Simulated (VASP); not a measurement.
# SnTe (Fm-3m) in VASP: a series of runs

SnTe is run at these levels: PBE; tasks: single point.

Everything below comes from runs of VASP 6.6.1. Logs are shortened: lines on timing, memory, paths and dates and some standing lists are left out, and cuts for length are marked.

**1. The cell of the first run**

It takes space group Fm-3m (No. 225, cubic). Conventional cell: a = 6.313 Å, b = 6.313 Å, c = 6.313 Å, α = 90.00°, β = 90.00°, γ = 90.00°. Within 4.2 Å of Sn (site symmetry m-3m) lie 6 Te at 3.16 Å. Within 4.2 Å of Te (site symmetry m-3m) lie 6 Sn at 3.16 Å.

**2. Single point, PBE**

Input file INCAR:

```
SYSTEM = SnTe
PREC     = Accurate       ! precision mode
ENCUT    = 520            ! plane-wave cutoff, eV
EDIFF    = 1E-6           ! SCF threshold, eV
ISMEAR   = 0              ! smearing method
SIGMA    = 0.2            ! smearing width, eV
LREAL    = .False.        ! projectors in reciprocal space
LASPH    = .True.         ! aspherical terms in the spheres
NELM     = 100            ! most SCF steps
ALGO     = Normal         ! electronic algorithm
ISIF     = 2              ! what is computed and relaxed
LWAVE    = .False.        ! write WAVECAR
LCHARG   = .True.         ! write CHGCAR
GGA      = PE             ! functional
LELF     = .True.         ! ELF
LVHAR    = .True.       
NBANDS   = 17             ! bands
```

Input file KPOINTS:

```
regular mesh
0
Gamma
  11 11 11
  0 0 0
```

Input file POSCAR:

```
SnTe
1.0
    0.0000000000      3.1565000000      3.1565000000
    3.1565000000      0.0000000000      3.1565000000
    3.1565000000      3.1565000000      0.0000000000
Sn Te
1 1
Direct
    0.0000000000      0.0000000000      0.0000000000
    0.5000000000      0.5000000000      0.5000000000
```

Potentials or basis: VASP PAW PBE potentials, release 64 (Sn_d, Te).

On the command line:

```
$ cat potpaw_PBE.64/Sn_d/POTCAR potpaw_PBE.64/Te/POTCAR > POTCAR
$ mpirun -np 1 vasp_std > vasp.out
```

OUTCAR:

```text
SYSTEM = SnTe
   PREC = Accurate
   ENCUT = 520
   EDIFF = 1E-6
   ISMEAR = 0
   LREAL = .False.
   LASPH = .True.
   NELM = 100
   ISIF = 2
   GGA = PE

 ion  position               nearest neighbor table
   1  0.000  0.000  0.000-   2 3.16   2 3.16   2 3.16   2 3.16   2 3.16   2 3.16
   2  0.500  0.500  0.500-   1 3.16   1 3.16   1 3.16   1 3.16   1 3.16   1 3.16

  LATTYP: Found a face centered cubic cell.
 ALAT       =     6.3130000000

  Lattice vectors:

 A1 = (   0.0000000000,   3.1565000000,   3.1565000000)
 A2 = (   3.1565000000,   0.0000000000,   3.1565000000)
 A3 = (   3.1565000000,   3.1565000000,   0.0000000000)

Analysis of symmetry for initial positions (statically):
=====================================================================
 Subroutine PRICEL returns:
 Original cell was already a primitive cell.

 Routine SETGRP: Setting up the symmetry group for a
 face centered cubic supercell.

 Subroutine GETGRP returns: Found 48 space group operations
 (whereof 48 operations were pure point group operations)
 out of a pool of 48 trial point group operations.

The static configuration has the point symmetry O_h .

Analysis of symmetry for dynamics (positions and initial velocities):
=====================================================================
 Subroutine PRICEL returns:
 Original cell was already a primitive cell.

 Routine SETGRP: Setting up the symmetry group for a
 face centered cubic supercell.

 Subroutine GETGRP returns: Found 48 space group operations
 (whereof 48 operations were pure point group operations)
 out of a pool of 48 trial point group operations.

The dynamic configuration has the point symmetry O_h .

 Subroutine INISYM returns: Found 48 space group operations
 (whereof 48 operations are pure point group operations),
 and found     1 'primitive' translations

----------------------------------------------------------------------------------------

                                     Primitive cell

  volume of cell :      62.8995

  direct lattice vectors                    reciprocal lattice vectors
     0.000000000  3.156500000  3.156500000    -0.158403295  0.158403295  0.158403295
     3.156500000  0.000000000  3.156500000     0.158403295 -0.158403295  0.158403295
     3.156500000  3.156500000  0.000000000     0.158403295  0.158403295 -0.158403295

  length of vectors
     4.463965110  4.463965110  4.463965110     0.274362555  0.274362555  0.274362555

  position of ions in fractional coordinates (direct lattice)
     0.000000000  0.000000000  0.000000000
     0.500000000  0.500000000  0.500000000

  ion indices of the primitive-cell ions
   primitive index   ion index
                 1           1
                 2           2

----------------------------------------------------------------------------------------

 KPOINTS: regular mesh

Automatic generation of k-mesh.
 Grid dimensions read from file:
 generate k-points for:   11   11   11

 Generating k-lattice:

  Cartesian coordinates                     Fractional coordinates (reciprocal lattice)
    -0.014400300  0.014400300  0.014400300     0.090909091  0.000000000  0.000000000
     0.014400300 -0.014400300  0.014400300     0.000000000  0.090909091  0.000000000
     0.014400300  0.014400300 -0.014400300     0.000000000  0.000000000  0.090909091

  Length of vectors
     0.024942050  0.024942050  0.024942050

  Shift w.r.t. Gamma in fractional coordinates (k-lattice)
     0.000000000  0.000000000  0.000000000

 Subroutine IBZKPT returns following result:
 ===========================================

 Found     56 irreducible k-points:

 Following reciprocal coordinates:
            Coordinates               Weight
  0.000000  0.000000  0.000000      1.000000
  0.090909  0.000000  0.000000      8.000000
  0.181818  0.000000  0.000000      8.000000
  0.272727  0.000000  0.000000      8.000000
  0.363636  0.000000  0.000000      8.000000
  0.454545  0.000000  0.000000      8.000000
[... 16 lines left out ...]
 -0.272727  0.181818  0.000000     24.000000
 -0.181818  0.181818  0.000000     12.000000
 [... further k-points ...]
   k-points           NKPTS =     56   k-points in BZ     NKDIM =     56   number of bands    NBANDS=     17
   number of dos      NEDOS =    301   number of ions     NIONS =      2
   total plane-waves  NPLWV =  46656
   dimension x,y,z NGX =    36 NGY =   36 NGZ =   36
   dimension x,y,z NGXF=    72 NGYF=   72 NGZF=   72
   ions per type =               1   1
   NGX,Y,Z   is equivalent  to a cutoff of  13.41, 13.41, 13.41 a.u.
   NGXF,Y,Z  is equivalent  to a cutoff of  26.81, 26.81, 26.81 a.u.
 SYSTEM =  SnTe
   PREC   = accura    normal or accurate (medium, high low for compatibility)
   ISTART =      0    job   : 0-new  1-cont  2-samecut
   ICHARG =      2    charge: 1-file 2-atom 10-const
   ISPIN  =      1    spin polarized calculation?
   LNONCOLLINEAR =      F non collinear calculations
   LSORBIT =      F    spin-orbit coupling
   LASPH  =      T    aspherical Exc in radial PAW
   ENCUT  =  520.0 eV  38.22 Ry    6.18 a.u.   8.30  8.30  8.30*2*pi/ulx,y,z
   NELM   =    100;   NELMIN=  2; NELMDL= -5     # of ELM steps
   EDIFF  = 0.1E-05   stopping-criterion for ELM
   LREAL  =      F    real-space projection
   EDIFFG = 0.1E-04   stopping-criterion for IOM
   NSW    =      0    number of steps for IOM
   IBRION =     -1    ionic relax: 0-MD 1-quasi-New 2-CG
   NFREE  =      0    steps in history (QN), initial steepest desc. (CG)
   ISIF   =      2    stress and relaxation
   ISYM   =      2    0-nonsym 1-usesym 2-fastsym
   POTIM  = 0.5000    time-step for ionic-motion
   TEBEG  =    0.0;   TEEND  =   0.0 temperature during run
   PSTRESS=    0.0 pullay stress
   NELECT =      20.0000    total number of electrons
   NUPDOWN=      -1.0000    fix difference up-down
   EMIN   =  10.00;   EMAX   =-10.00  energy-range for DOS
   EFERMI =   0.00;   METHOD = LEGACY
   ISMEAR =     0;   SIGMA  =   0.20  broadening in eV -4-tet -1-fermi 0-gaus
   EFERMI_NEDOS =   21; number of points for ismear=-14 and -15
   IALGO  =     38    algorithm
   IMIX   =      4    mixing-type and parameters
     AMIX     =   0.40;   BMIX     =  1.00
     AMIX_MAG =   1.60;   BMIX_MAG =  1.00
  volume/ion in A,a.u.               =      31.45       212.23
  Fermi-wavevector in a.u.,A,eV,Ry     =   1.117384  2.111549 16.987507  1.248547
  Thomas-Fermi vector in A             =   2.254006
   LORBIT       =      0    0 simple, 1 ext, 2 COOP (PROOUT), +10 PAW based schemes
   GGA     = PE    functional components
   LHFCALC =     F    Hartree Fock is set to
   AEXX    =    0.0000 exact exchange contribution
   IVDW    =     0    specifies the selected vdW correction
   LEPSILON=     F    determine dielectric tensor
   LRPA    =     F    only Hartree local field effects (RPA)
 non-spin polarized calculation
 Gauss-broadening in eV      SIGMA  =   0.20
  energy-cutoff  :      520.00
  volume of cell :       62.90
 maximum number of plane-waves:      1715
 NGX is ok and might be reduce to    36
   NGX = 17   NGY = 17   NGZ = 17

 number of electron      19.9999999 magnetization

 Free energy of the ion-electron system (eV)
  ---------------------------------------------------
  ext. energy  EPLUGINS =         0.00000000
  ---------------------------------------------------
  free energy    TOTEN  =        -7.54807340 eV

  energy without entropy =       -7.54715644  energy(sigma->0) =       -7.54761492

 E-fermi :   6.9277     XC(G=0):  -9.4695

 val. band max:        6.7481529519   @ k =   0.4545   0.0000   0.0000
 cond. band min:       7.1701676834   @ k =   0.4545   0.0000   0.0000
 fundamental gap:      0.4220147315
 Fermi energy:         6.9277156497

 k-point     1 :       0.0000    0.0000    0.0000
  band No.  band energies     occupation
      1     -15.0074      2.00000
      2     -15.0074      2.00000
      3     -15.0020      2.00000
      4     -15.0020      2.00000
      5     -15.0020      2.00000
      6      -5.8732      2.00000
[... 9 lines left out ...]
     16      11.6511      0.00000
     17      13.7342      0.00000

 k-point     2 :       0.0909    0.0000    0.0000
  band No.  band energies     occupation
      1     -15.0077      2.00000
      2     -15.0077      2.00000
      3     -15.0019      2.00000
      4     -15.0016      2.00000
      5     -15.0016      2.00000
      6      -5.8038      2.00000
[... 9 lines left out ...]
     16      11.8245      0.00000
     17      14.2888      0.00000

 k-point     3 :       0.1818    0.0000    0.0000
  band No.  band energies     occupation
      1     -15.0087      2.00000
      2     -15.0087      2.00000
      3     -15.0016      2.00000
      4     -15.0002      2.00000
      5     -15.0002      2.00000
      6      -5.6016      2.00000
[... 9 lines left out ...]
     16      12.3079      0.00000
     17      15.5243      0.00000

 k-point     4 :       0.2727    0.0000    0.0000
  band No.  band energies     occupation
      1     -15.0102      2.00000
      2     -15.0102      2.00000
      3     -15.0011      2.00000
      4     -14.9983      2.00000
      5     -14.9983      2.00000
      6      -5.2897      2.00000
[... 9 lines left out ...]
     16      13.0719      0.00000
     17      17.0821      0.00000

 k-point     5 :       0.3636    0.0000    0.0000
  band No.  band energies     occupation
      1     -15.0116      2.00000
      2     -15.0116      2.00000
      3     -15.0007      2.00000
      4     -14.9964      2.00000
      5     -14.9964      2.00000
      6      -4.9268      2.00000
[... 9 lines left out ...]
     16      14.0863      0.00000
     17      17.3105      0.00000

 k-point     6 :       0.4545    0.0000    0.0000
  band No.  band energies     occupation
      1     -15.0124      2.00000
      2     -15.0124      2.00000
      3     -15.0005      2.00000
      4     -14.9953      2.00000
      5     -14.9953      2.00000
      6      -4.6481      2.00000
[... 9 lines left out ...]
     16      15.2895      0.00000
     17      16.0449      0.00000

 k-point     7 :       0.0909    0.0909    0.0000
  band No.  band energies     occupation
      1     -15.0086      2.00000
      2     -15.0071      2.00000
      3     -15.0023      2.00000
      4     -15.0012      2.00000
      5     -15.0012      2.00000
      6      -5.7807      2.00000
[... 9 lines left out ...]
     16      12.1268      0.00000
     17      13.8330      0.00000

 k-point     8 :       0.1818    0.0909    0.0000
  band No.  band energies     occupation
      1     -15.0099      2.00000
      2     -15.0072      2.00000
      3     -15.0023      2.00000
      4     -15.0002      2.00000
      5     -15.0000      2.00000
      6      -5.6231      2.00000
[... 9 lines left out ...]
     16      12.6743      0.00000
     17      14.4776      0.00000
[... 203 lines left out ...]
      1     -15.0152      2.00000
      2     -15.0072      2.00000
      3     -15.0025      2.00000
      4     -14.9966      2.00000
      5     -14.9955      2.00000
      6      -4.9720      2.00000
[... 9 lines left out ...]
     16      15.0143      0.00000
     17      16.2640      0.00000

 k-point    20 :       0.4545    0.1818    0.0000
  band No.  band energies     occupation
      1     -15.0158      2.00000
      2     -15.0087      2.00000
      3     -15.0011      2.00000
      4     -14.9961      2.00000
      5     -14.9944      2.00000
      6      -4.6536      2.00000
[... 9 lines left out ...]
     16      16.0848      0.00000
     17      16.0942      0.00000

 k-point    21 :      -0.4545    0.1818    0.0000
  band No.  band energies     occupation
      1     -15.0152      2.00000
      2     -15.0101      2.00000
      3     -14.9998      2.00000
      4     -14.9962      2.00000
      5     -14.9945      2.00000
      6      -4.4765      2.00000
[... 9 lines left out ...]
     16      15.2080      0.00000
     17      16.9697      0.00000

 k-point    22 :      -0.3636    0.1818    0.0000
  band No.  band energies     occupation
      1     -15.0137      2.00000
      2     -15.0111      2.00000
      3     -14.9992      2.00000
      4     -14.9964      2.00000
      5     -14.9955      2.00000
      6      -4.5699      2.00000
[... 9 lines left out ...]
     16      14.2527      0.00000
     17      17.0945      0.00000

 k-point    23 :      -0.2727    0.1818    0.0000
  band No.  band energies     occupation
      1     -15.0117      2.00000
      2     -15.0113      2.00000
      3     -14.9998      2.00000
      4     -14.9972      2.00000
      5     -14.9965      2.00000
      6      -4.8615      2.00000
[... 9 lines left out ...]
     16      15.4704      0.00000
     17      16.1230      0.00000

 k-point    24 :      -0.1818    0.1818    0.0000
  band No.  band energies     occupation
      1     -15.0109      2.00000
      2     -15.0099      2.00000
      3     -15.0008      2.00000
      4     -14.9988      2.00000
      5     -14.9972      2.00000
      6      -5.1889      2.00000
[... 9 lines left out ...]
     16      14.7466      0.00000
     17      14.8856      0.00000

 [... further k-points ...]

------------------------ aborting loop because EDIFF is reached ----------------------------------------

  FORCE on cell =-STRESS in cart. coord.  units (eV):
  Direction    XX          YY          ZZ          XY          YZ          ZX
  --------------------------------------------------------------------------------------
  -------------------------------------------------------------------------------------
  Total        0.7699008      0.7699008      0.7699008      0.0000000      0.0000000      0.0000000
  in kB       19.6109204     19.6109204     19.6109204      0.0000000      0.0000000      0.0000000
  external PRESSURE =      19.6109204 kB  Pullay stress =       0.0000000 kB

 VOLUME and BASIS-vectors are now :
 -----------------------------------------------------------------------------
  energy-cutoff  :      520.00
  volume of cell :       62.90
      direct lattice vectors                 reciprocal lattice vectors
     0.000000000  3.156500000  3.156500000    -0.158403295  0.158403295  0.158403295
     3.156500000  0.000000000  3.156500000     0.158403295 -0.158403295  0.158403295
     3.156500000  3.156500000  0.000000000     0.158403295  0.158403295 -0.158403295

 POSITION                                       TOTAL-FORCE (eV/Angst)
 -----------------------------------------------------------------------------------
      0.00000      0.00000      0.00000         0.000000      0.000000      0.000000
      3.15650      3.15650      3.15650         0.000000      0.000000     -0.000000
 -----------------------------------------------------------------------------------
    total drift:                               -0.000000      0.000000      0.000000

  FREE ENERGIE OF THE ION-ELECTRON SYSTEM (eV)
  ---------------------------------------------------
  free  energy   TOTEN  =        -7.5480733992 eV

  energy  without entropy=       -7.5471564367  energy(sigma->0) =       -7.54761492
```

Run time: 92 s. Hardware: 1 thread of Intel Xeon 8259CL, shared host; peak memory 0.24 GiB.

Results:

* Free energy: -7.5481 eV
* Pressure: 2.0 GPa

Caveat: this odd mesh misses L, so gap, dielectric constants and Born charges aren't listed; spin-orbit coupling is left out, which moves the levels of the heavy elements.

(Part 1 of 2 ends here.)
